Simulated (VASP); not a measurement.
# TaN (TaN (P-62m)) (P-62m) in VASP: notebook

The runs below take TaN (TaN (P-62m)) through single point, relaxation of cell and atoms, with PBEsol.

Everything below comes from runs of VASP 6.6.1. Logs are shortened: lines on timing, memory, paths and dates and some standing lists are left out, and cuts for length are marked.

### 1 The cell of the first run

The structure is hexagonal, space group P-62m (No. 189). The conventional cell has a = 5.242 Å, b = 5.242 Å, c = 2.942 Å, α = 90.00°, β = 90.00°, γ = 120.00°. Ta (site symmetry -62m) has 3 N at 2.07 Å within 2.7 Å. Ta (site symmetry -6) has 6 N at 2.18 Å within 2.9 Å. Within 2.7 Å of N (site symmetry m2m) lie 5 Ta at 2.07 to 2.18 Å.

### 2 Single point, PBEsol

The input, INCAR:

```
SYSTEM = TaN
PREC = Accurate
ENCUT = 520
EDIFF = 1E-6
ISMEAR = -1
SIGMA = 1.0
LREAL = .FALSE.
LASPH = .TRUE.
NELM = 100
ALGO = Normal
ISIF = 2
LWAVE = .FALSE.
LCHARG = .FALSE.
GGA = PS
NBANDS = 33
```

The input, KPOINTS:

```
regular mesh
0
G
  9 9 13
  0 0 0
```

The input, POSCAR:

```
TaN
1.0
    5.2421723430     -0.0000000291      0.0000000000
   -2.6210861463      4.5398544345      0.0000000000
    0.0000000000      0.0000000000      2.9415836130
Ta N
3 3
Direct
    0.0000000000      0.0000000000      0.0000000000
    0.3333333333      0.6666666667      0.5000000000
    0.6666666667      0.3333333333      0.5000000000
    0.3942027900      0.0000000000      0.0000000000
    0.6057972100      0.6057972100      0.0000000000
    0.0000000000      0.3942027900      0.0000000000
```

Potentials or basis: VASP PAW PBE potentials, release 64 (Ta_pv, N).

Launch:

```sh
$ cat potpaw_PBE.64/Ta_pv/POTCAR potpaw_PBE.64/N/POTCAR > POTCAR
$ mpirun -np 1 vasp_std > vasp.out
```

OUTCAR:

```text
SYSTEM = TaN
   PREC = Accurate
   ENCUT = 520
   EDIFF = 1E-6
   ISMEAR = -1
   LREAL = .FALSE.
   LASPH = .TRUE.
   NELM = 100
   ISIF = 2
   GGA = PS

 ion  position               nearest neighbor table
   1  0.000  0.000  0.000-   5 2.07   6 2.07   4 2.07   3 3.37   2 3.37   2 3.37   3 3.37   2 3.37
                             2 3.37   3 3.37   3 3.37   3 3.37   3 3.37   2 3.37   2 3.37
   2  0.333  0.667  0.500-   4 2.18   4 2.18   6 2.18   6 2.18   5 2.18   5 2.18   3 3.03   3 3.03
                             3 3.03   1 3.37   1 3.37   1 3.37   1 3.37   1 3.37   1 3.37
   3  0.667  0.333  0.500-   6 2.18   6 2.18   4 2.18   4 2.18   5 2.18   5 2.18   2 3.03   2 3.03
                             2 3.03   1 3.37   1 3.37   1 3.37   1 3.37   1 3.37   1 3.37
   4  0.394  0.000  0.000-   1 2.07   2 2.18   2 2.18   3 2.18   3 2.18
   5  0.606  0.606  0.000-   1 2.07   3 2.18   3 2.18   2 2.18   2 2.18
   6  0.000  0.394  0.000-   1 2.07   3 2.18   3 2.18   2 2.18   2 2.18

  LATTYP: Found a hexagonal cell.
 ALAT       =     5.2421723430
 C/A-ratio  =     0.5611382878

  Lattice vectors:

 A1 = (   5.2421723430,  -0.0000000291,   0.0000000000)
 A2 = (  -2.6210861463,   4.5398544345,   0.0000000000)
 A3 = (   0.0000000000,   0.0000000000,   2.9415836130)

Analysis of symmetry for initial positions (statically):
=====================================================================
 Subroutine PRICEL returns:
 Original cell was already a primitive cell.

 Routine SETGRP: Setting up the symmetry group for a
 hexagonal supercell.

 Subroutine GETGRP returns: Found 12 space group operations
 (whereof 12 operations were pure point group operations)
 out of a pool of 24 trial point group operations.

The static configuration has the point symmetry D_3h.

Analysis of symmetry for dynamics (positions and initial velocities):
=====================================================================
 Subroutine PRICEL returns:
 Original cell was already a primitive cell.

 Routine SETGRP: Setting up the symmetry group for a
 hexagonal supercell.

 Subroutine GETGRP returns: Found 12 space group operations
 (whereof 12 operations were pure point group operations)
 out of a pool of 24 trial point group operations.

The dynamic configuration has the point symmetry D_3h.

 Subroutine INISYM returns: Found 12 space group operations
 (whereof 12 operations are pure point group operations),
 and found     1 'primitive' translations

----------------------------------------------------------------------------------------

                                     Primitive cell

  volume of cell :      70.0059

  direct lattice vectors                    reciprocal lattice vectors
     5.242172343 -0.000000029  0.000000000     0.190760612  0.110135689  0.000000000
    -2.621086146  4.539854434  0.000000000     0.000000001  0.220271380  0.000000000
     0.000000000  0.000000000  2.941583613     0.000000000  0.000000000  0.339952941

  length of vectors
     5.242172343  5.242172343  2.941583613     0.220271380  0.220271380  0.339952941

  position of ions in fractional coordinates (direct lattice)
     0.000000000  0.000000000  0.000000000
     0.333333333  0.666666667  0.500000000
     0.666666667  0.333333333  0.500000000
     0.394202790  0.000000000  0.000000000
     0.605797210  0.605797210  0.000000000
     0.000000000  0.394202790  0.000000000

  ion indices of the primitive-cell ions
   primitive index   ion index
                 1           1
                 2           2
                 3           3
                 4           4
                 5           5
                 6           6

----------------------------------------------------------------------------------------

 KPOINTS: regular mesh

Automatic generation of k-mesh.
 Grid dimensions read from file:
 generate k-points for:    9    9   13

 Generating k-lattice:

  Cartesian coordinates                     Fractional coordinates (reciprocal lattice)
     0.021195624  0.012237299  0.000000000     0.111111111  0.000000000  0.000000000
     0.000000000  0.024474598  0.000000000    -0.000000000  0.111111111  0.000000000
     0.000000000  0.000000000  0.026150226     0.000000000  0.000000000  0.076923077

  Length of vectors
     0.024474598  0.024474598  0.026150226

  Shift w.r.t. Gamma in fractional coordinates (k-lattice)
     0.000000000  0.000000000  0.000000000

 Subroutine IBZKPT returns following result:
 ===========================================

 Found     84 irreducible k-points:

 Following reciprocal coordinates:
            Coordinates               Weight
  0.000000  0.000000  0.000000      1.000000
  0.111111  0.000000  0.000000      6.000000
  0.222222 -0.000000  0.000000      6.000000
  0.333333 -0.000000  0.000000      6.000000
  0.444444 -0.000000  0.000000      6.000000
  0.111111  0.111111  0.000000      6.000000
[... 16 lines left out ...]
  0.333333  0.222222  0.076923     24.000000
  0.333333  0.333333  0.076923      4.000000
 [... further k-points ...]
   k-points           NKPTS =     84   k-points in BZ     NKDIM =     84   number of bands    NBANDS=     33
   number of dos      NEDOS =    301   number of ions     NIONS =      6
   total plane-waves  NPLWV =  38400
   dimension x,y,z NGX =    40 NGY =   40 NGZ =   24
   dimension x,y,z NGXF=    80 NGYF=   80 NGZF=   48
   ions per type =               3   3
   NGX,Y,Z   is equivalent  to a cutoff of  12.69, 12.69, 13.56 a.u.
   NGXF,Y,Z  is equivalent  to a cutoff of  25.37, 25.37, 27.13 a.u.
 SYSTEM =  TaN
   PREC   = accura    normal or accurate (medium, high low for compatibility)
   ISTART =      0    job   : 0-new  1-cont  2-samecut
   ICHARG =      2    charge: 1-file 2-atom 10-const
   ISPIN  =      1    spin polarized calculation?
   LNONCOLLINEAR =      F non collinear calculations
   LSORBIT =      F    spin-orbit coupling
   LASPH  =      T    aspherical Exc in radial PAW
   ENCUT  =  520.0 eV  38.22 Ry    6.18 a.u.   9.75  9.75  5.47*2*pi/ulx,y,z
   NELM   =    100;   NELMIN=  2; NELMDL= -5     # of ELM steps
   EDIFF  = 0.1E-05   stopping-criterion for ELM
   LREAL  =      F    real-space projection
   EDIFFG = 0.1E-04   stopping-criterion for IOM
   NSW    =      0    number of steps for IOM
   IBRION =     -1    ionic relax: 0-MD 1-quasi-New 2-CG
   NFREE  =      0    steps in history (QN), initial steepest desc. (CG)
   ISIF   =      2    stress and relaxation
   ISYM   =      2    0-nonsym 1-usesym 2-fastsym
   POTIM  = 0.5000    time-step for ionic-motion
   TEBEG  =    0.0;   TEEND  =   0.0 temperature during run
   PSTRESS=    0.0 pullay stress
   NELECT =      48.0000    total number of electrons
   NUPDOWN=      -1.0000    fix difference up-down
   EMIN   =  10.00;   EMAX   =-10.00  energy-range for DOS
   EFERMI =   0.00;   METHOD = LEGACY
   ISMEAR =    -1;   SIGMA  =   1.00  broadening in eV -4-tet -1-fermi 0-gaus
   EFERMI_NEDOS =   21; number of points for ismear=-14 and -15
   IALGO  =     38    algorithm
   IMIX   =      4    mixing-type and parameters
     AMIX     =   0.40;   BMIX     =  1.00
     AMIX_MAG =   1.60;   BMIX_MAG =  1.00
  volume/ion in A,a.u.               =      11.67        78.74
  Fermi-wavevector in a.u.,A,eV,Ry     =   1.443590  2.727989 28.353877  2.083951
  Thomas-Fermi vector in A             =   2.561980
   LORBIT       =      0    0 simple, 1 ext, 2 COOP (PROOUT), +10 PAW based schemes
   GGA     = PS    functional components
   LHFCALC =     F    Hartree Fock is set to
   AEXX    =    0.0000 exact exchange contribution
   IVDW    =     0    specifies the selected vdW correction
   LEPSILON=     F    determine dielectric tensor
   LRPA    =     F    only Hartree local field effects (RPA)
 non-spin polarized calculation
  energy-cutoff  :      520.00
  volume of cell :       70.01
 maximum number of plane-waves:      1904
 NGX is ok and might be reduce to    40
   NGX = 19   NGY = 19   NGZ = 11

 number of electron      48.0000002 magnetization

 Free energy of the ion-electron system (eV)
  ---------------------------------------------------
  ext. energy  EPLUGINS =         0.00000000
  ---------------------------------------------------
  free energy    TOTEN  =       -74.28150360 eV

  energy without entropy =      -66.91992344  energy(sigma->0) =      -70.60071352

 E-fermi :   7.4357     XC(G=0): -12.9958

 val. band max:        7.4249745158   @ k =   0.1111   0.1111   0.3077
 cond. band min:       7.5262168545   @ k =   0.3333  -0.0000   0.3846
 fundamental gap:      0.1012423387
 Fermi energy:         7.4356662941

 k-point     1 :       0.0000    0.0000    0.0000
  band No.  band energies     occupation
      1     -28.0786      2.00000
      2     -28.0786      2.00000
      3     -27.7591      2.00000
      4     -27.7591      2.00000
      5     -27.5890      2.00000
      6     -27.4895      2.00000
[... 25 lines left out ...]
     32      11.0126      0.05440
     33      11.0126      0.05440

 k-point     2 :       0.1111    0.0000    0.0000
  band No.  band energies     occupation
      1     -28.0891      2.00000
      2     -28.0768      2.00000
      3     -27.7478      2.00000
      4     -27.7452      2.00000
      5     -27.5861      2.00000
      6     -27.4920      2.00000
[... 25 lines left out ...]
     32      10.9696      0.05673
     33      11.1023      0.04985

 k-point     3 :       0.2222   -0.0000    0.0000
  band No.  band energies     occupation
      1     -28.1129      2.00000
      2     -28.0638      2.00000
      3     -27.7339      2.00000
      4     -27.7127      2.00000
      5     -27.5780      2.00000
      6     -27.4994      2.00000
[... 25 lines left out ...]
     32      11.2256      0.04420
     33      11.3377      0.03960

 k-point     4 :       0.3333   -0.0000    0.0000
  band No.  band energies     occupation
      1     -28.1364      2.00000
      2     -28.0305      2.00000
      3     -27.7543      2.00000
      4     -27.6781      2.00000
      5     -27.5666      2.00000
      6     -27.5100      2.00000
[... 25 lines left out ...]
     32      11.6434      0.02932
     33      11.7004      0.02772

 k-point     5 :       0.4444   -0.0000    0.0000
  band No.  band energies     occupation
      1     -28.1503      2.00000
      2     -27.9876      2.00000
      3     -27.8011      2.00000
      4     -27.6559      2.00000
      5     -27.5559      2.00000
      6     -27.5202      2.00000
[... 604 lines left out ...]
 k-point    22 :       0.2222    0.2222    0.0769
  band No.  band energies     occupation
      1     -28.1167      2.00000
      2     -28.0173      2.00000
      3     -27.7879      2.00000
      4     -27.6542      2.00000
      5     -27.6113      2.00000
      6     -27.5608      2.00000
[... 25 lines left out ...]
     32      11.4426      0.03573
     33      11.6687      0.02860

 k-point    23 :       0.3333    0.2222    0.0769
  band No.  band energies     occupation
      1     -28.1184      2.00000
      2     -27.9734      2.00000
      3     -27.8527      2.00000
      4     -27.6381      2.00000
      5     -27.5990      2.00000
      6     -27.5728      2.00000
[... 25 lines left out ...]
     32      11.5848      0.03107
     33      11.8637      0.02359

 k-point    24 :       0.3333    0.3333    0.0769
  band No.  band energies     occupation
      1     -28.1120      2.00000
      2     -27.9222      2.00000
      3     -27.9222      2.00000
      4     -27.6322      2.00000
      5     -27.5858      2.00000
      6     -27.5858      2.00000
[... 25 lines left out ...]
     32      11.6418      0.02937
     33      11.6418      0.02937

 [... further k-points ...]
[... 5 lines left out ...]
  --------------------------------------------------------------------------------------
  -------------------------------------------------------------------------------------
  Total        0.2038037      0.2038037      0.2501973     -0.0000000      0.0000000      0.0000000
  in kB        4.6643190      4.6643190      5.7260992     -0.0000000      0.0000000      0.0000000
  external PRESSURE =       5.0182457 kB  Pullay stress =       0.0000000 kB

 VOLUME and BASIS-vectors are now :
 -----------------------------------------------------------------------------
  energy-cutoff  :      520.00
  volume of cell :       70.01
      direct lattice vectors                 reciprocal lattice vectors
     5.242172343 -0.000000029  0.000000000     0.190760612  0.110135689  0.000000000
    -2.621086146  4.539854434  0.000000000     0.000000001  0.220271380  0.000000000
     0.000000000  0.000000000  2.941583613     0.000000000  0.000000000  0.339952941

 POSITION                                       TOTAL-FORCE (eV/Angst)
 -----------------------------------------------------------------------------------
      0.00000      0.00000      0.00000         0.000000     -0.000000      0.000000
      0.00000      3.02657      1.47079         0.000000     -0.000000      0.000000
      2.62109      1.51328      1.47079         0.000000     -0.000000      0.000000
      2.06648     -0.00000      0.00000        -0.004218      0.000000     -0.000000
      1.58785      2.75023      0.00000         0.002109      0.003653     -0.000000
     -1.03324      1.78962      0.00000         0.002109     -0.003653      0.000000
 -----------------------------------------------------------------------------------
    total drift:                               -0.000001     -0.000002      0.000000

  FREE ENERGIE OF THE ION-ELECTRON SYSTEM (eV)
  ---------------------------------------------------
  free  energy   TOTEN  =       -74.2815035973 eV

  energy  without entropy=      -66.9199234416  energy(sigma->0) =      -70.60071352
```

It took 4.7 min on 1 thread of AMD EPYC 7R43 (Zen 3), shared host; peak memory 0.26 GiB.

What came out:

```
Free energy            : -74.2815 eV
Pressure               : 0.5 GPa
Largest force          : 0.004 eV/Å
Band gap on the k mesh : zero (band 24 reaches 9.69 eV, above the bottom of band 25 at 6.76 eV)
```

Forces on the atoms (eV/Å):
```
Ta   0.000  0.000  0.000
Ta   0.000  0.000  0.000
Ta   0.000  0.000  0.000
N   -0.004  0.000  0.000
N    0.002  0.004  0.000
N    0.002 -0.004  0.000
```

Caveat: the PAW data sets were made with another functional, which shifts forces and pressure a little; spin-orbit coupling is left out, which moves the levels of the heavy elements.

(Continued in part 2 of 2.)
